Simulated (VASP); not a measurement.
# GaSb3 (C2/m) in VASP: notebook

The runs below take GaSb3 through single point, with PBEsol+D3(BJ).

Everything below comes from runs of VASP 6.6.1. Logs are shortened: lines on timing, memory, paths and dates and some standing lists are left out, and cuts for length are marked.

### Step 1. The cell of the first run

The structure is monoclinic, space group C2/m (No. 12). The conventional cell has a = 6.885 Å, b = 6.885 Å, c = 4.971 Å, α = 90.00°, β = 133.83°, γ = 90.00°. Within 4.0 Å of Ga (site symmetry 2/m) lie 14 Sb at 3.00 to 3.59 Å. Sb (site symmetry 2) has 4 Ga at 3.00 to 3.05 Å and 10 Sb at 3.00 to 3.59 Å within 4.0 Å. Within 4.0 Å of Sb (site symmetry 2/m) lie 8 Sb at 3.00 to 3.05 Å and 6 Ga at 3.44 to 3.59 Å.

### Step 2. Single point, PBEsol+D3(BJ)

INCAR reads:

```
  PREC = Accurate
  ENCUT = 520
  EDIFF = 1E-6
  ISMEAR = 0
  SIGMA = 0.15
  LREAL = False
  LASPH = True
  NELM = 100
  ALGO = Normal
  ISIF = 2
  LWAVE = False
  LCHARG = True
  GGA = PS
  IVDW = 12
  LELF = True
  LVHAR = True
  NBANDS = 22
```

KPOINTS reads:

```
regular mesh
0
Gamma
  10 10 10
```

POSCAR reads:

```
GaSb3
1.0
    0.0000000000      3.4423420432      3.5857729617
    3.4423420432      0.0000000000      3.5857729617
    3.4423420432      3.4423420432      0.0000000000
Ga Sb
1 3
Direct
    0.0000000000      0.0000000000      0.0000000000
    0.2557170379      0.2442829621      0.2442829621
    0.7442829621      0.7557170379      0.7557170379
    0.5000000000      0.5000000000      0.5000000000
```

Potentials or basis: VASP PAW PBE potentials, release 64 (Ga_d, Sb).

On the command line:

```sh
cat potpaw_PBE.64/Ga_d/POTCAR potpaw_PBE.64/Sb/POTCAR > POTCAR
mpirun -np 1 vasp_std > vasp.out
```

OUTCAR:

```text
PREC = Accurate
   ENCUT = 520
   EDIFF = 1E-6
   ISMEAR = 0
   LREAL = False
   LASPH = True
   NELM = 100
   ISIF = 2
   GGA = PS
   IVDW = 12
 IVDW          = 12

 ion  position               nearest neighbor table
   1  0.000  0.000  0.000-   3 3.00   2 3.00   3 3.00   2 3.00   3 3.05   2 3.05   2 3.05   3 3.05

   2  0.256  0.244  0.244-   1 3.00   1 3.00   4 3.00   4 3.00   4 3.05   1 3.05   1 3.05   4 3.05
                             3 3.36   3 3.44   3 3.44   3 3.52   3 3.59   3 3.59
   3  0.744  0.756  0.756-   4 3.00   4 3.00   1 3.00   1 3.00   4 3.05   1 3.05   1 3.05   4 3.05
                             2 3.36   2 3.44   2 3.44   2 3.52   2 3.59   2 3.59
   4  0.500  0.500  0.500-   2 3.00   2 3.00   3 3.00   3 3.00   3 3.05   2 3.05   2 3.05   3 3.05

  LATTYP: Found a body centered tetragonal cell.
 ALAT       =     4.8682068038
 C/A-ratio  =     1.4731391275

  Lattice vectors:

 A1 = (  -3.4423420432,   0.0000000000,   3.5857729617)
 A2 = (   3.4423420432,   0.0000000000,   3.5857729617)
 A3 = (   0.0000000000,   3.4423420432,  -3.5857729617)

Analysis of symmetry for initial positions (statically):
=====================================================================
 Subroutine PRICEL returns:
 Original cell was already a primitive cell.

 Routine SETGRP: Setting up the symmetry group for a
 body centered tetragonal supercell.

 Subroutine GETGRP returns: Found  4 space group operations
 (whereof  4 operations were pure point group operations)
 out of a pool of 16 trial point group operations.

The static configuration has the point symmetry C_2h.

Analysis of symmetry for dynamics (positions and initial velocities):
=====================================================================
 Subroutine PRICEL returns:
 Original cell was already a primitive cell.

 Routine SETGRP: Setting up the symmetry group for a
 body centered tetragonal supercell.

 Subroutine GETGRP returns: Found  4 space group operations
 (whereof  4 operations were pure point group operations)
 out of a pool of 16 trial point group operations.

The dynamic configuration has the point symmetry C_2h.

 Subroutine INISYM returns: Found  4 space group operations
 (whereof  4 operations are pure point group operations),
 and found     1 'primitive' translations

----------------------------------------------------------------------------------------

                                     Primitive cell
[... 95 lines left out ...]
   EDIFF  = 0.1E-05   stopping-criterion for ELM
   LREAL  =      F    real-space projection
   EDIFFG = 0.1E-04   stopping-criterion for IOM
   NSW    =      0    number of steps for IOM
   IBRION =     -1    ionic relax: 0-MD 1-quasi-New 2-CG
   NFREE  =      0    steps in history (QN), initial steepest desc. (CG)
   ISIF   =      2    stress and relaxation
   ISYM   =      2    0-nonsym 1-usesym 2-fastsym
   POTIM  = 0.5000    time-step for ionic-motion
   TEBEG  =    0.0;   TEEND  =   0.0 temperature during run
   PSTRESS=    0.0 pullay stress
   NELECT =      28.0000    total number of electrons
   NUPDOWN=      -1.0000    fix difference up-down
   EMIN   =  10.00;   EMAX   =-10.00  energy-range for DOS
   EFERMI =   0.00;   METHOD = LEGACY
   ISMEAR =     0;   SIGMA  =   0.15  broadening in eV -4-tet -1-fermi 0-gaus
   EFERMI_NEDOS =   21; number of points for ismear=-14 and -15
   IALGO  =     38    algorithm
   IMIX   =      4    mixing-type and parameters
     AMIX     =   0.40;   BMIX     =  1.00
     AMIX_MAG =   1.60;   BMIX_MAG =  1.00
  volume/ion in A,a.u.               =      21.25       143.37
  Fermi-wavevector in a.u.,A,eV,Ry     =   1.130717  2.136745 17.395332  1.278521
  Thomas-Fermi vector in A             =   2.267414
   LORBIT       =      0    0 simple, 1 ext, 2 COOP (PROOUT), +10 PAW based schemes
   GGA     = PS    functional components
   LHFCALC =     F    Hartree Fock is set to
   AEXX    =    0.0000 exact exchange contribution
   IVDW    =    12    specifies the selected vdW correction
   LEPSILON=     F    determine dielectric tensor
   LRPA    =     F    only Hartree local field effects (RPA)
 non-spin polarized calculation
 Gauss-broadening in eV      SIGMA  =   0.15
  energy-cutoff  :      520.00
  volume of cell :       84.98
 maximum number of plane-waves:      2308
 NGX is ok and might be reduce to    40
   NGX = 19   NGY = 19   NGZ = 19

 number of electron      27.9999998 magnetization

 Free energy of the ion-electron system (eV)
  ---------------------------------------------------
  ext. energy  EPLUGINS =         0.00000000
  ---------------------------------------------------
  free energy    TOTEN  =       -15.98390669 eV

  energy without entropy =      -15.96545055  energy(sigma->0) =      -15.97467862

 E-fermi :   9.8322     XC(G=0): -11.2072

 val. band max:        9.8259403598   @ k =   0.3000   0.3000  -0.1000
 cond. band min:       9.8332040903   @ k =  -0.2000  -0.1000  -0.1000
 fundamental gap:      0.0072637305
 Fermi energy:         9.8322097533

 k-point     1 :       0.0000    0.0000    0.0000
  band No.  band energies     occupation
      1      -4.9449      2.00000
      2      -4.9430      2.00000
      3      -4.9415      2.00000
      4      -4.9192      2.00000
      5      -4.9139      2.00000
      6      -4.1905      2.00000
[... 589 lines left out ...]
     21      15.6536      0.00000
     22      16.5808      0.00000

 [... further k-points ...]

------------------------ aborting loop because EDIFF is reached ----------------------------------------

 Edisp (eV)   -2.14840

 E8    (eV) :    -1.4789

  FORCE on cell =-STRESS in cart. coord.  units (eV):
  Direction    XX          YY          ZZ          XY          YZ          ZX
  --------------------------------------------------------------------------------------
  -------------------------------------------------------------------------------------
  Total       4.64103     4.60528     3.04036     0.00000    -0.23850     0.00000
  in kB      87.49918    86.82521    57.32111     0.00000    -4.49658     0.00000
  external pressure =       77.22 kB  Pullay stress =        0.00 kB

 VOLUME and BASIS-vectors are now :
 -----------------------------------------------------------------------------
  energy-cutoff  :      520.00
  volume of cell :       84.98
      direct lattice vectors                 reciprocal lattice vectors
     0.000000000  3.442342043  3.585772962    -0.145249947  0.145249947  0.139439949
     3.442342043  0.000000000  3.585772962     0.145249947 -0.145249947  0.139439949
     3.442342043  3.442342043  0.000000000     0.145249947  0.145249947 -0.139439949

 POSITION                                       TOTAL-FORCE (eV/Angst)
 -----------------------------------------------------------------------------------
      0.00000      0.00000      0.00000         0.000000     -0.000000     -0.000000
      1.68181      1.72117      1.79289         0.257872     -0.000000     -0.000000
      5.20287      5.16351      5.37866        -0.257872     -0.000000     -0.000000
      3.44234      3.44234      3.58577         0.000000      0.000000      0.000000
 -----------------------------------------------------------------------------------
    total drift:                                0.000000      0.000000      0.000000

  FREE ENERGIE OF THE ION-ELECTRON SYSTEM (eV)
  ---------------------------------------------------
  free  energy   TOTEN  =       -18.1323064142 eV

  energy  without entropy=      -18.1138502787  energy(sigma->0) =      -18.12307835
```

OSZICAR:

```text
N       E                     dE             d eps       ncg     rms          rms(c)
DAV:   1     0.168727859640E+03    0.16873E+03   -0.11776E+04 12996   0.142E+03
DAV:   2     0.712019488377E+00   -0.16802E+03   -0.16110E+03 13598   0.344E+02
DAV:   3    -0.155745963633E+02   -0.16287E+02   -0.15792E+02 15148   0.861E+01
DAV:   4    -0.160318228404E+02   -0.45723E+00   -0.45547E+00 14234   0.149E+01
DAV:   5    -0.160426334066E+02   -0.10811E-01   -0.10808E-01 15364   0.239E+00    0.447E+00
DAV:   6    -0.160010057207E+02    0.41628E-01   -0.49134E-02 16444   0.290E+00    0.253E+00
DAV:   7    -0.159844639653E+02    0.16542E-01   -0.25217E-02 16616   0.141E+00    0.197E-01
DAV:   8    -0.159839395335E+02    0.52443E-03   -0.24694E-03 15010   0.532E-01    0.551E-02
DAV:   9    -0.159839111561E+02    0.28377E-04   -0.16440E-04 14936   0.845E-02    0.187E-02
DAV:  10    -0.159839071390E+02    0.40172E-05   -0.14933E-05 14878   0.337E-02    0.794E-03
DAV:  11    -0.159839066877E+02    0.45124E-06   -0.76924E-07  8922   0.664E-03
   1 F= -.18132306E+02 E0= -.18123078E+02  d E =-.184561E-01
```

It took 15 min on 1 thread of AMD EPYC 7R13, shared host; peak memory 0.57 GiB.

What came out:

```
Free energy                : -18.1323 eV
Pressure                   : 7.7 GPa
Largest force              : 0.258 eV/Å
Band gap on the k mesh     : zero (band 14 reaches 11.95 eV, above the bottom of band 15 at 7.60 eV)
Dispersion energy per atom : -0.537 eV
```

Forces on the atoms (eV/Å):
```
Ga   0.000  0.000  0.000
Sb   0.258  0.000  0.000
Sb  -0.258  0.000  0.000
Sb   0.000  0.000  0.000
```

Stress tensor (GPa, compression positive):
```
 8.75  0.00  0.00
 0.00  8.68 -0.45
 0.00 -0.45  5.73
```

Caveat: the PAW data sets were made with another functional, which shifts forces and pressure a little; spin-orbit coupling is left out, which moves the levels of the heavy elements; pairwise dispersion overbinds metals, which lowers pressure and volume.

### Step 3. Single point, PBEsol+D3(BJ)

INCAR reads:

```
PREC     = Accurate       # precision mode
ENCUT    = 520            # plane-wave cutoff, eV
EDIFF    = 1E-7           # SCF threshold, eV
ISMEAR   = 0              # smearing method
SIGMA    = 0.15           # smearing width, eV
LREAL    = False          # projectors in reciprocal space
LASPH    = True           # aspherical terms in the spheres
NELM     = 80             # most SCF steps
ALGO     = Normal         # electronic algorithm
ISIF     = 2              # what is computed and relaxed
LWAVE    = False          # write WAVECAR
LCHARG   = True           # write CHGCAR
GGA      = PS             # functional
IVDW     = 12             # dispersion correction
LELF     = True           # ELF
LVHAR    = True         
NBANDS   = 22             # bands
```

KPOINTS is that of step 2.

POSCAR reads:

```
GaSb3
1.0
    0.0000000000      3.4423420432      3.5857729617
    3.4423420432      0.0000000000      3.5857729617
    3.4423420432      3.4423420432      0.0000000000
Ga Sb
1 3
Direct
    0.0000000000      0.0000000000      0.0000000000
    0.2614340758      0.2385659242      0.2385659242
    0.7385659242      0.7614340758      0.7614340758
    0.5000000000      0.5000000000      0.5000000000
```

Potentials or basis: VASP PAW PBE potentials, release 64 (Ga_d, Sb).

On the command line:

```sh
cat potpaw_PBE.64/Ga_d/POTCAR potpaw_PBE.64/Sb/POTCAR > POTCAR
mpirun -np 1 vasp_std > vasp.out
```

Wall time 17 min (1 thread of AMD EPYC 7R13, shared host); peak memory 0.57 GiB.

The run converged. Its results:

* Free energy: -18.1013 eV
* Pressure: 8.0 GPa
* Largest force: 0.535 eV/Å
* Band gap on the k mesh: zero (band 14 reaches 11.98 eV, above the bottom of band 15 at 7.61 eV)
* Dispersion energy per atom: -0.537 eV

Forces on the atoms (eV/Å):
```
Ga   0.000  0.000  0.000
Sb   0.535  0.000  0.000
Sb  -0.535  0.000  0.000
Sb   0.000  0.000  0.000
```

Stress tensor (GPa, compression positive):
```
 9.08  0.00  0.00
 0.00  8.84 -0.92
 0.00 -0.92  6.03
```

Levels at points of the mesh, in eV from the Fermi level:
| k point | band 10 | band 11 | band 12 | band 13 | band 14 | band 15 | band 16 | band 17 | band 18 | band 19 |
| --- | --- | --- | --- | --- | --- | --- | --- | --- | --- | --- |
| (0.00, 0.00, 0.00) | -3.32 | -3.25 | -2.95 | -2.90 | -2.71 | -2.22 | -1.50 | -0.78 | -0.65 | 3.12 |
| (0.50, 0.00, 0.00) | -4.54 | -3.98 | -3.56 | -3.16 | 0.30 | 0.42 | 2.26 | 2.82 | 2.91 | 3.26 |
| (0.00, 0.00, 0.50) | -4.46 | -4.09 | -3.52 | -2.93 | 0.04 | 0.62 | 2.09 | 2.48 | 2.93 | 3.50 |
| (0.50, 0.50, 0.00) | -6.23 | -6.23 | 1.53 | 1.59 | 1.67 | 2.08 | 2.30 | 2.34 | 2.69 | 4.16 |
| (0.50, 0.00, 0.50) | -6.40 | -6.33 | 0.95 | 1.35 | 1.71 | 1.79 | 1.83 | 2.45 | 3.16 | 4.51 |
| (0.00, 0.50, 0.50) | -6.45 | -6.33 | 0.96 | 1.37 | 1.64 | 1.79 | 1.79 | 2.64 | 3.01 | 4.51 |

Caveat: the PAW data sets were made with another functional, which shifts forces and pressure a little; spin-orbit coupling is left out, which moves the levels of the heavy elements; pairwise dispersion overbinds metals, which lowers pressure and volume.
